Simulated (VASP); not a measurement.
# SnS in VASP: single point with PBE

Aim: the single point of SnS with PBE.

Everything below comes from runs of VASP 6.6.1. Logs are shortened: lines on timing, memory, paths and dates and some standing lists are left out, and cuts for length are marked.

### 1 The cell of the first run

The cell holds a slab with vacuum, 16 atoms: a = 3.987 Å, b = 4.334 Å, c = 31.725 Å, α = 90.00°, β = 90.00°, γ = 90.00°.

### 2 Single point, PBE

INCAR

```
  ALGO = Normal
  DIPOL = 0.5 0.5 0.500
  EDIFF = 1E-6
  ENCUT = 400
  GGA = PE
  GGA_COMPAT = False
  IDIPOL = 3
  ISIF = 2
  ISMEAR = -1
  LASPH = True
  LCHARG = True
  LDIPOL = True
  LELF = True
  LREAL = False
  LVACPOTAV = True
  LVHAR = True
  LWAVE = False
  NBANDS = 94
  NELM = 120
  NELMDL = -8
  PREC = Accurate
  SIGMA = 0.05
```

KPOINTS

```
k-points
0
Gamma
  4 4 1
```

POSCAR

```
SnS
1.0
    3.9870000000      0.0000000000      0.0000000000
    0.0000000000      4.3340000000      0.0000000000
    0.0000000000      0.0000000000     31.7254400000
Sn S
8 8
Direct
    0.2500000000      0.1198000000      0.1891226725
    0.7500000000      0.6198000000      0.2813338444
    0.2500000000      0.3802000000      0.3656371669
    0.7500000000      0.8802000000      0.4578483387
    0.2500000000      0.1198000000      0.5421516613
    0.7500000000      0.6198000000      0.6343628331
    0.2500000000      0.3802000000      0.7186661556
    0.7500000000      0.8802000000      0.8108773275
    0.2500000000      0.4793000000      0.4473280749
    0.7500000000      0.9793000000      0.3761574308
    0.2500000000      0.0207000000      0.2708135805
    0.7500000000      0.5207000000      0.1996429364
    0.2500000000      0.4793000000      0.8003570636
    0.7500000000      0.9793000000      0.7291864195
    0.2500000000      0.0207000000      0.6238425692
    0.7500000000      0.5207000000      0.5526719251
```

Potentials or basis: VASP PAW PBE potentials, release 64 (Sn_d, S).

On the command line:

```sh
> cat potpaw_PBE.64/Sn_d/POTCAR potpaw_PBE.64/S/POTCAR > POTCAR
> mpirun -np 1 vasp_std > vasp.out
```

OUTCAR:

```text
EDIFF = 1E-6
   ENCUT = 400
   GGA = PE
   ISIF = 2
   ISMEAR = -1
   LASPH = True
   LREAL = False
   NELM = 120
   NELMDL = -8
   PREC = Accurate

 ion  position               nearest neighbor table
   1  0.250  0.120  0.189-  11 2.63  12 2.67  12 2.67
   2  0.750  0.620  0.281-  12 2.63  11 2.67  11 2.67   3 3.49   3 3.49
   3  0.250  0.380  0.366-   9 2.63  10 2.67  10 2.67   2 3.49   2 3.49
   4  0.750  0.880  0.458-  10 2.63   9 2.67   9 2.67   5 3.49   5 3.49
   5  0.250  0.120  0.542-  15 2.63  16 2.67  16 2.67   4 3.49   4 3.49
   6  0.750  0.620  0.634-  16 2.63  15 2.67  15 2.67   7 3.49   7 3.49
   7  0.250  0.380  0.719-  13 2.63  14 2.67  14 2.67   6 3.49   6 3.49
   8  0.750  0.880  0.811-  14 2.63  13 2.67  13 2.67
   9  0.250  0.479  0.447-   3 2.63   4 2.67   4 2.67
  10  0.750  0.979  0.376-   4 2.63   3 2.67   3 2.67
  11  0.250  0.021  0.271-   1 2.63   2 2.67   2 2.67
  12  0.750  0.521  0.200-   2 2.63   1 2.67   1 2.67
  13  0.250  0.479  0.800-   7 2.63   8 2.67   8 2.67
  14  0.750  0.979  0.729-   8 2.63   7 2.67   7 2.67
  15  0.250  0.021  0.624-   5 2.63   6 2.67   6 2.67
  16  0.750  0.521  0.553-   6 2.63   5 2.67   5 2.67

  LATTYP: Found a simple orthorhombic cell.
 ALAT       =     3.9870000000
 B/A-ratio  =     1.0870328568
 C/A-ratio  =     7.9572209681

  Lattice vectors:

 A1 = (   3.9870000000,   0.0000000000,   0.0000000000)
 A2 = (   0.0000000000,   4.3340000000,   0.0000000000)
 A3 = (   0.0000000000,   0.0000000000,  31.7254400000)

Analysis of symmetry for initial positions (statically):
=====================================================================
 Subroutine PRICEL returns:
 Original cell was already a primitive cell.

 Routine SETGRP: Setting up the symmetry group for a
 simple orthorhombic supercell.

 Subroutine GETGRP returns: Found  4 space group operations
 (whereof  2 operations were pure point group operations)
 out of a pool of  8 trial point group operations.

The static configuration has the point symmetry S_2 .
 The point group associated with its full space group is C_2h.

Analysis of symmetry for dynamics (positions and initial velocities):
=====================================================================
 Subroutine PRICEL returns:
 Original cell was already a primitive cell.

 Routine SETGRP: Setting up the symmetry group for a
 simple orthorhombic supercell.

 Subroutine GETGRP returns: Found  4 space group operations
 (whereof  2 operations were pure point group operations)
 out of a pool of  8 trial point group operations.

The dynamic configuration has the point symmetry S_2 .
 The point group associated with its full space group is C_2h.

 Subroutine INISYM returns: Found  4 space group operations
 (whereof  2 operations are pure point group operations),
 and found     1 'primitive' translations

----------------------------------------------------------------------------------------

                                     Primitive cell

  volume of cell :     548.2048

  direct lattice vectors                    reciprocal lattice vectors
     3.987000000  0.000000000  0.000000000     0.250815149  0.000000000  0.000000000
     0.000000000  4.334000000  0.000000000     0.000000000  0.230733733  0.000000000
     0.000000000  0.000000000 31.725440000     0.000000000  0.000000000  0.031520445

  length of vectors
     3.987000000  4.334000000 31.725440000     0.250815149  0.230733733  0.031520445

  position of ions in fractional coordinates (direct lattice)
     0.250000000  0.119800000  0.189122672
     0.750000000  0.619800000  0.281333844
     0.250000000  0.380200000  0.365637167
     0.750000000  0.880200000  0.457848339
     0.250000000  0.119800000  0.542151661
     0.750000000  0.619800000  0.634362833
[... 8 lines left out ...]
     0.250000000  0.020700000  0.623842569
     0.750000000  0.520700000  0.552671925

  ion indices of the primitive-cell ions
   primitive index   ion index
                 1           1
                 2           2
                 3           3
                 4           4
                 5           5
                 6           6
[... 8 lines left out ...]
                15          15
                16          16

----------------------------------------------------------------------------------------

 KPOINTS: k-points

Automatic generation of k-mesh.
 Grid dimensions read from file:
 generate k-points for:    4    4    1

 Generating k-lattice:

  Cartesian coordinates                     Fractional coordinates (reciprocal lattice)
     0.062703787  0.000000000  0.000000000     0.250000000  0.000000000  0.000000000
     0.000000000  0.057683433  0.000000000     0.000000000  0.250000000  0.000000000
     0.000000000  0.000000000  0.031520445     0.000000000  0.000000000  1.000000000

  Length of vectors
     0.062703787  0.057683433  0.031520445

  Shift w.r.t. Gamma in fractional coordinates (k-lattice)
     0.000000000  0.000000000  0.000000000

 Subroutine IBZKPT returns following result:
 ===========================================

 Found      9 irreducible k-points:

 Following reciprocal coordinates:
            Coordinates               Weight
  0.000000  0.000000  0.000000      1.000000
  0.250000  0.000000  0.000000      2.000000
  0.500000  0.000000  0.000000      1.000000
  0.000000  0.250000  0.000000      2.000000
  0.250000  0.250000  0.000000      4.000000
  0.500000  0.250000  0.000000      2.000000
  0.000000  0.500000  0.000000      1.000000
  0.250000  0.500000  0.000000      2.000000
  0.500000  0.500000  0.000000      1.000000
   k-points           NKPTS =      9   k-points in BZ     NKDIM =      9   number of bands    NBANDS=     94
   number of dos      NEDOS =    301   number of ions     NIONS =     16
   total plane-waves  NPLWV = 164640
   dimension x,y,z NGX =    28 NGY =   28 NGZ =  210
   dimension x,y,z NGXF=    56 NGYF=   56 NGZF=  420
   ions per type =               8   8
   NGX,Y,Z   is equivalent  to a cutoff of  11.68, 10.74, 11.00 a.u.
   NGXF,Y,Z  is equivalent  to a cutoff of  23.35, 21.48, 22.01 a.u.
 SYSTEM =  unknown system
   PREC   = accura    normal or accurate (medium, high low for compatibility)
   ISTART =      0    job   : 0-new  1-cont  2-samecut
   ICHARG =      2    charge: 1-file 2-atom 10-const
   ISPIN  =      1    spin polarized calculation?
   LNONCOLLINEAR =      F non collinear calculations
   LSORBIT =      F    spin-orbit coupling
   LASPH  =      T    aspherical Exc in radial PAW
   ENCUT  =  400.0 eV  29.40 Ry    5.42 a.u.   6.50  7.07 51.74*2*pi/ulx,y,z
   NELM   =    120;   NELMIN=  2; NELMDL= -8     # of ELM steps
   EDIFF  = 0.1E-05   stopping-criterion for ELM
   LREAL  =      F    real-space projection
   EDIFFG = 0.1E-04   stopping-criterion for IOM
   NSW    =      0    number of steps for IOM
   IBRION =     -1    ionic relax: 0-MD 1-quasi-New 2-CG
   NFREE  =      0    steps in history (QN), initial steepest desc. (CG)
   ISIF   =      2    stress and relaxation
   ISYM   =      2    0-nonsym 1-usesym 2-fastsym
   POTIM  = 0.5000    time-step for ionic-motion
   TEBEG  =    0.0;   TEEND  =   0.0 temperature during run
   PSTRESS=    0.0 pullay stress
   NELECT =     160.0000    total number of electrons
   NUPDOWN=      -1.0000    fix difference up-down
   EMIN   =  10.00;   EMAX   =-10.00  energy-range for DOS
   EFERMI =   0.00;   METHOD = LEGACY
   ISMEAR =    -1;   SIGMA  =   0.05  broadening in eV -4-tet -1-fermi 0-gaus
   EFERMI_NEDOS =   21; number of points for ismear=-14 and -15
   IALGO  =     38    algorithm
   IMIX   =      4    mixing-type and parameters
     AMIX     =   0.40;   BMIX     =  1.00
     AMIX_MAG =   1.60;   BMIX_MAG =  1.00
  volume/ion in A,a.u.               =      34.26       231.22
  Fermi-wavevector in a.u.,A,eV,Ry     =   1.085927  2.052104 16.044494  1.179237
  Thomas-Fermi vector in A             =   2.222052
   LORBIT       =      0    0 simple, 1 ext, 2 COOP (PROOUT), +10 PAW based schemes
   GGA     = PE    functional components
   LHFCALC =     F    Hartree Fock is set to
   AEXX    =    0.0000 exact exchange contribution
   IVDW    =     0    specifies the selected vdW correction
   LEPSILON=     F    determine dielectric tensor
   LRPA    =     F    only Hartree local field effects (RPA)
 non-spin polarized calculation
  energy-cutoff  :      400.00
  volume of cell :      548.20
 maximum number of plane-waves:      9998
 NGX is ok and might be reduce to    28
   NGX = 13   NGY = 15   NGZ =103

 dipolmoment           0.000000      0.000000      0.000000 electrons x Angstroem

 number of electron     160.0000059 magnetization

 dipolmoment           0.000000      0.000000     -0.000000 electrons x Angstroem

 Free energy of the ion-electron system (eV)
  ---------------------------------------------------
  ext. energy  EPLUGINS =         0.00000000
  ---------------------------------------------------
  free energy    TOTEN  =       -70.70859204 eV

  energy without entropy =      -70.70858740  energy(sigma->0) =      -70.70858972

 E-fermi :   3.6316     XC(G=0):  -7.3467

 val. band max:        3.0744751764   @ k =   0.0000   0.5000   0.0000
 cond. band min:       4.1513655084   @ k =   0.0000   0.0000   0.0000
 fundamental gap:      1.0768903321
 Fermi energy:         3.6315625905

 k-point     1 :       0.0000    0.0000    0.0000
  band No.  band energies     occupation
      1     -18.1889      2.00000
      2     -18.1798      2.00000
      3     -18.1684      2.00000
      4     -18.1659      2.00000
      5     -18.1589      2.00000
      6     -18.1556      2.00000
[... 84 lines left out ...]
     91       6.8242      0.00000
     92       6.9099      0.00000

 k-point     2 :       0.2500    0.0000    0.0000
  band No.  band energies     occupation
      1     -18.1748      2.00000
      2     -18.1727      2.00000
      3     -18.1660      2.00000
      4     -18.1654      2.00000
      5     -18.1566      2.00000
      6     -18.1565      2.00000
[... 84 lines left out ...]
     91       6.2396      0.00000
     92       6.4093      0.00000

 k-point     3 :       0.5000    0.0000    0.0000
  band No.  band energies     occupation
      1     -18.1764      2.00000
      2     -18.1764      2.00000
      3     -18.1734      2.00000
      4     -18.1734      2.00000
      5     -18.1513      2.00000
      6     -18.1513      2.00000
[... 84 lines left out ...]
     91       5.6140      0.00000
     92       5.6140      0.00000

 k-point     4 :       0.0000    0.2500    0.0000
  band No.  band energies     occupation
      1     -18.1850      2.00000
      2     -18.1770      2.00000
      3     -18.1693      2.00000
      4     -18.1654      2.00000
      5     -18.1619      2.00000
      6     -18.1576      2.00000
[... 84 lines left out ...]
     91       6.1629      0.00000
     92       6.2928      0.00000

 k-point     5 :       0.2500    0.2500    0.0000
  band No.  band energies     occupation
      1     -18.1785      2.00000
      2     -18.1739      2.00000
      3     -18.1713      2.00000
      4     -18.1692      2.00000
      5     -18.1595      2.00000
      6     -18.1562      2.00000
[... 84 lines left out ...]
     91       6.2543      0.00000
     92       6.4924      0.00000

 k-point     6 :       0.5000    0.2500    0.0000
  band No.  band energies     occupation
      1     -18.1841      2.00000
      2     -18.1841      2.00000
      3     -18.1797      2.00000
      4     -18.1797      2.00000
      5     -18.1574      2.00000
      6     -18.1574      2.00000
[... 84 lines left out ...]
     91       6.7811      0.00000
     92       6.7811      0.00000

 k-point     7 :       0.0000    0.5000    0.0000
  band No.  band energies     occupation
      1     -18.1789      2.00000
      2     -18.1725      2.00000
      3     -18.1722      2.00000
      4     -18.1678      2.00000
      5     -18.1647      2.00000
      6     -18.1604      2.00000
[... 84 lines left out ...]
     91       5.3433      0.00000
     92       6.0271      0.00000

 k-point     8 :       0.2500    0.5000    0.0000
  band No.  band energies     occupation
      1     -18.1809      2.00000
      2     -18.1778      2.00000
      3     -18.1754      2.00000
      4     -18.1737      2.00000
      5     -18.1603      2.00000
      6     -18.1563      2.00000
[... 84 lines left out ...]
     91       6.8075      0.00000
     92       6.9603      0.00000

 k-point     9 :       0.5000    0.5000    0.0000
  band No.  band energies     occupation
      1     -18.1914      2.00000
      2     -18.1914      2.00000
      3     -18.1858      2.00000
      4     -18.1858      2.00000
      5     -18.1636      2.00000
      6     -18.1636      2.00000
[... 84 lines left out ...]
     91       7.4295      0.00000
     92       7.4295      0.00000
 [bands above 92 left out]

------------------------ aborting loop because EDIFF is reached ----------------------------------------

  FORCE on cell =-STRESS in cart. coord.  units (eV):
  Direction    XX          YY          ZZ          XY          YZ          ZX
  --------------------------------------------------------------------------------------
  -------------------------------------------------------------------------------------
  Total        5.2934945      4.1780515      4.0356598      0.0000000      0.1664622      0.0000000
  in kB       15.4707101     12.2107284     11.7945759      0.0000000      0.4865007      0.0000000
  external PRESSURE =      13.1586715 kB  Pullay stress =       0.0000000 kB

 VOLUME and BASIS-vectors are now :
 -----------------------------------------------------------------------------
  energy-cutoff  :      400.00
  volume of cell :      548.20
      direct lattice vectors                 reciprocal lattice vectors
     3.987000000  0.000000000  0.000000000     0.250815149  0.000000000  0.000000000
     0.000000000  4.334000000  0.000000000     0.000000000  0.230733733  0.000000000
     0.000000000  0.000000000 31.725440000     0.000000000  0.000000000  0.031520445

 POSITION                                       TOTAL-FORCE (eV/Angst)
 -----------------------------------------------------------------------------------
      0.99675      0.51921      6.00000        -0.000000     -0.156842     -0.021163
      2.99025      2.68621      8.92544         0.000000     -0.125876      0.017710
      0.99675      1.64779     11.60000         0.000000      0.066890     -0.095306
      2.99025      3.81479     14.52544        -0.000000      0.066439      0.085898
      0.99675      0.51921     17.20000        -0.000000     -0.066439     -0.085898
      2.99025      2.68621     20.12544        -0.000000     -0.066890      0.095306
[... 8 lines left out ...]
      0.99675      0.08971     19.79168        -0.000000      0.059760      0.115356
      2.99025      2.25671     17.53376        -0.000000      0.070344     -0.119118
 -----------------------------------------------------------------------------------
    total drift:                                0.000000      0.000000     -0.000000

  FREE ENERGIE OF THE ION-ELECTRON SYSTEM (eV)
  ---------------------------------------------------
  free  energy   TOTEN  =       -70.7085920378 eV

  energy  without entropy=      -70.7085873969  energy(sigma->0) =      -70.70858972

 vacuum level on the upper side and lower side of the slab         7.447         7.447
```

Run time: 7.5 min. Hardware: 1 thread of Intel Xeon Platinum 8488C (Sapphire Rapids), shared host; peak memory 0.5 GiB.

What came out:

* Free energy: -70.7086 eV
* Largest force: 0.176 eV/Å
* Band gap on the k mesh: 1.08 eV (least direct gap 1.49 eV)

Forces on the atoms (eV/Å):
```
Sn   0.000 -0.157 -0.021
Sn   0.000 -0.126  0.018
Sn   0.000  0.067 -0.095
Sn   0.000  0.066  0.086
Sn   0.000 -0.066 -0.086
Sn   0.000 -0.067  0.095
Sn   0.000  0.126 -0.018
Sn   0.000  0.157  0.021
S    0.000 -0.070  0.119
S    0.000 -0.060 -0.115
S    0.000  0.139 -0.060
S    0.000  0.137 -0.110
S    0.000 -0.137  0.110
S    0.000 -0.139  0.060
S    0.000  0.060  0.115
S    0.000  0.070 -0.119
```

Levels at points of the mesh, in eV from the valence-band top:
```tsv
k point	band 78	band 79	band 80	band 81	band 82	band 83
(0.00, 0.00, 0.00)	-0.58	-0.45	-0.44	1.08	1.68	2.55
(0.50, 0.00, 0.00)	-0.96	-0.80	-0.80	1.38	1.38	1.56
(0.00, 0.50, 0.00)	-0.04	-0.02	0.00	1.49	1.50	1.51
(0.50, 0.50, 0.00)	-1.51	-1.42	-1.42	2.73	2.73	2.80
```

Caveat: spin-orbit coupling is left out, which moves the levels of the heavy elements.
